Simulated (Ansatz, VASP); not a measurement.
Two plane-wave programs on BaIr3

```
CELL_PARAMETERS angstrom
4.23840 0.00000 0.00000
0.00000 4.23840 0.00000
0.00000 0.00000 4.23840
ATOMIC_POSITIONS crystal
Ba 0.00000 0.00000 0.00000
Ir 0.00000 0.50000 0.50000
Ir 0.50000 0.00000 0.50000
Ir 0.50000 0.50000 0.00000
```

Alike in both runs: task relaxation of cell and atoms; functional PBE; k mesh 12 × 12 × 12; occupations gaussian, width 0.1 eV; no spin polarisation.

```csv
,VASP,Ansatz
version,VASP 6.6.1,Ansatz 0.2.0
potentials or method,"VASP PAW PBE potentials, release 64 (Ba_sv, Ir), cutoff 600 eV","scalar-relativistic, plane waves, PAW"
valence electrons in the cell,37,61
```

Ansatz gave:

```
gap on the k mesh at the Fermi level, each at its own relaxed structure (eV) : none
relaxed volume (Å³/atom)                                                     : 18.81
relaxed cell length with the largest relative difference (Å)                 : 4.222
```

Problem. What did VASP give for the same quantities?

Solution. gap on the k mesh at the Fermi level, each at its own relaxed structure (eV): none; relaxed volume (Å³/atom): 19.30; relaxed cell length with the largest relative difference (Å): 4.258.

A gap of «none» marks a metal or a gap that the smearing closes. VASP's potentials hold 37 valence electrons a cell and Ansatz's 61, so a difference there can come from the potentials and not from the codes.

Spin-orbit coupling is off throughout.
